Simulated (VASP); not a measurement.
Input of a VASP 6.6.1 run:

The input INCAR:

```
SYSTEM = Nb
PREC     = Accurate       ! precision mode
ENCUT    = 500            ! plane-wave cutoff, eV
EDIFF    = 1E-6           ! SCF threshold, eV
ISMEAR   = -1             ! smearing method
SIGMA    = 0.05           ! smearing width, eV
LREAL    = .False.        ! projectors in reciprocal space
LASPH    = .True.         ! aspherical terms in the spheres
NELM     = 120            ! most SCF steps
ALGO     = Normal         ! electronic algorithm
ISIF     = 2              ! what is computed and relaxed
LWAVE    = .False.        ! write WAVECAR
LCHARG   = .True.         ! write CHGCAR
GGA      = PE             ! functional
IVDW     = 12             ! dispersion correction
LELF     = .True.         ! ELF
LVHAR    = .True.       
NBANDS   = 12             ! bands
GGA_COMPAT= .False.
```

KPOINTS

```
regular mesh
0
Gamma
  11 11 11
  0 0 0
```

The input POSCAR:

```
Nb
1.0
   -1.6355164688      1.6355164688      1.6355164688
    1.6355164688     -1.6355164688      1.6355164688
    1.6355164688      1.6355164688     -1.6355164688
Nb
1
Direct
    0.0000000000      0.0000000000      0.0000000000
```

Potentials or basis: VASP PAW PBE potentials, release 64 (Nb_sv).

Command:

```sh
$ cat potpaw_PBE.64/Nb_sv/POTCAR > POTCAR
$ mpirun -np 1 vasp_std > vasp.out
```

Task: Predict the dispersion energy per atom.

Result: -0.758 eV.

Task: Predict the pressure.

Result: -0.4 GPa.

Caveat: pairwise dispersion overbinds metals, which lowers pressure and volume.
